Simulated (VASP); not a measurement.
Set up this calculation in VASP 6.6.1, as the native input.

- Task: single point
- Functional: PBE
- Potentials or basis: VASP PAW PBE potentials, release 64 (Be, Zn, Se)
- Cutoff: 520 eV
- k mesh: 4 × 2 × 4
- Occupations: gaussian, width 0.1 eV
- Spin: no spin polarisation
- Dipole correction: no
- Further INCAR settings: ALGO = Normal; EDIFF = 1e-07; NBANDS = 31

The structure of Be3ZnSe4 lies in POSCAR:

```
Be3ZnSe4
1.0
    3.7594419736      0.0000000000      0.0000000000
    0.0000000000      7.5514809097      0.0000000000
    0.0000000000      0.0000000000      5.3000301124
Be Zn Se
3 1 4
Direct
    0.0000000000      0.5000000000      0.0036988186
    0.5000000000      0.7399798922      0.5002084059
    0.5000000000      0.2600201078      0.5002084059
    0.0000000000      0.0000000000      0.0002223770
    0.0000000000      0.2666135920      0.2629084029
    0.0000000000      0.7333864080      0.2629084029
    0.5000000000      0.0000000000      0.7093643871
    0.5000000000      0.5000000000      0.7604807996
```

These files were run (other wordings do the same):

INCAR

```
PREC     = Accurate       # precision mode
ENCUT    = 520            # plane-wave cutoff, eV
EDIFF    = 1E-7           # SCF threshold, eV
ISMEAR   = 0              # smearing method
SIGMA    = 0.1            # smearing width, eV
LREAL    = False          # projectors in reciprocal space
LASPH    = True           # aspherical terms in the spheres
NELM     = 80             # most SCF steps
ALGO     = Normal         # electronic algorithm
ISIF     = 2              # what is computed and relaxed
LWAVE    = False          # write WAVECAR
LCHARG   = False          # write CHGCAR
GGA      = PE             # functional
NBANDS   = 31             # bands
```

KPOINTS

```
regular mesh
0
Gamma
  4 2 4
```

Potentials or basis: VASP PAW PBE potentials, release 64 (Be, Zn, Se).

Run with:

```sh
$ cat potpaw_PBE.64/Be/POTCAR potpaw_PBE.64/Zn/POTCAR potpaw_PBE.64/Se/POTCAR > POTCAR
$ mpirun -np 1 vasp_std > vasp.out
```

It gave:

The pressure is 0.2 GPa, the largest force is 0.024 eV/Å and the band gap on the k mesh is 2.50 eV.

It took 3 min on 1 thread of Intel Xeon 8259CL (shared host), peak memory 0.27 GiB.
